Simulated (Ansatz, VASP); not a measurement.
# AlB2N3: VASP beside Ansatz

Contents of INCAR:

```
SYSTEM = AlB2N3
PREC = Accurate
ENCUT = 600
EDIFF = 1E-6
ISMEAR = 0
SIGMA = 0.1
LREAL = .False.
LASPH = .True.
NELM = 60
ALGO = Normal
ISIF = 3
LWAVE = .False.
LCHARG = .False.
GGA = PE
IBRION = 2
NSW = 90
EDIFFG = -0.04
```

Contents of KPOINTS:

```
regular mesh
0
Gamma
  6 6 1
  0 0 0
```

POSCAR

```
AlB2N3
1.0
    2.6179634800      0.0000000000      0.0000000000
   -1.3089817400      2.2672228800      0.0000000000
    0.0000000000      0.0000000000     20.8611109100
Al B N
2 4 6
Direct
    0.3333333300      0.6666666700      0.7500000000
    0.6666666700      0.3333333300      0.2500000000
    0.3333333300      0.6666666700      0.0833333300
    0.3333333300      0.6666666700      0.4166666700
    0.6666666700      0.3333333300      0.5833333300
    0.6666666700      0.3333333300      0.9166666700
    0.3333333300      0.6666666700      0.2500000000
    0.3333333300      0.6666666700      0.5833333300
    0.3333333300      0.6666666700      0.9166666700
    0.6666666700      0.3333333300      0.0833333300
    0.6666666700      0.3333333300      0.4166666700
    0.6666666700      0.3333333300      0.7500000000
```

Input for Ansatz:

```yaml
crystal:
  lattice:
    - [2.61796348, 0.0, 0.0]
    - [-1.30898174, 2.26722288, 0.0]
    - [0.0, 0.0, 20.86111091]
  atoms:
    - { symbol: Al, position: [0.33333333, 0.66666667, 0.75] }
    - { symbol: Al, position: [0.66666667, 0.33333333, 0.25] }
    - { symbol: B, position: [0.33333333, 0.66666667, 0.08333333] }
    - { symbol: B, position: [0.33333333, 0.66666667, 0.41666667] }
    - { symbol: B, position: [0.66666667, 0.33333333, 0.58333333] }
    - { symbol: B, position: [0.66666667, 0.33333333, 0.91666667] }
    - { symbol: "N", position: [0.33333333, 0.66666667, 0.25] }
    - { symbol: "N", position: [0.33333333, 0.66666667, 0.58333333] }
    - { symbol: "N", position: [0.33333333, 0.66666667, 0.91666667] }
    - { symbol: "N", position: [0.66666667, 0.33333333, 0.08333333] }
    - { symbol: "N", position: [0.66666667, 0.33333333, 0.41666667] }
    - { symbol: "N", position: [0.66666667, 0.33333333, 0.75] }
basis:
  ecutwfc: 420
kpoints:
  mp_grid: { grid: [6, 6, 1] }
hamiltonian:
  xc: pbe
scf:
  occupations: { method: gaussian, width: 0.1 }
  lower_state_search: "off"
output:
  forces: true
  stress: true
  eigenvalues: true
relax:
  adjacent_minimum: "off"
  f_tol: 0.04
  max_steps: 70
  cell: { stress_tol: 0.4 }
```

Alike in both runs: task relaxation of cell and atoms; functional PBE; k mesh 6 × 6 × 1; occupations gaussian, width 0.1 eV; no spin polarisation.

|  | VASP | Ansatz |
| --- | --- | --- |
| version | VASP 6.6.1 | Ansatz 0.2.0 |
| potentials or method | VASP PAW PBE potentials, release 64 (Al, B, N), cutoff 600 eV | scalar-relativistic, plane waves, PAW |
| valence electrons in the cell | 48 | 48 |

|  | VASP | Ansatz | Ansatz less VASP |
| --- | --- | --- | --- |
| gap on the k mesh at the Fermi level, each at its own relaxed structure (eV) | 3.21 | 3.32 | +0.108 |
| relaxed volume (Å³/atom) | 11.58 | 11.59 | +0.014 |
| relaxed cell length with the largest relative difference (Å) | 20.886 | 20.934 | +0.0488 |

The k mesh is coarse, so the values compare programs but aren't converged.
